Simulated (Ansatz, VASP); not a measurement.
Sn in VASP and in Ansatz

```
CELL_PARAMETERS angstrom
0.00000 2.40286 2.40286
2.40286 0.00000 2.40286
2.40286 2.40286 0.00000
ATOMIC_POSITIONS crystal
Sn 0.00000 0.00000 0.00000
```

Alike in both runs: task single point; functional RPBE; k mesh 13 × 13 × 13; occupations fermi-dirac, width 0.1 eV; no spin polarisation.

|  | VASP | Ansatz |
| --- | --- | --- |
| version | VASP 6.6.1 | Ansatz 0.2.0 |
| potentials or method | VASP PAW PBE potentials, release 64 (Sn_d), cutoff 520 eV | plane waves (420 eV) with PAW, scalar-relativistic |
| valence electrons in the cell | 14 | 14 |

|  | VASP | Ansatz | Ansatz less VASP |
| --- | --- | --- | --- |
| pressure (GPa) | 1.8 | 1.8 | +0.03 |

VASP's potentials were made for PBE, not for RPBE.
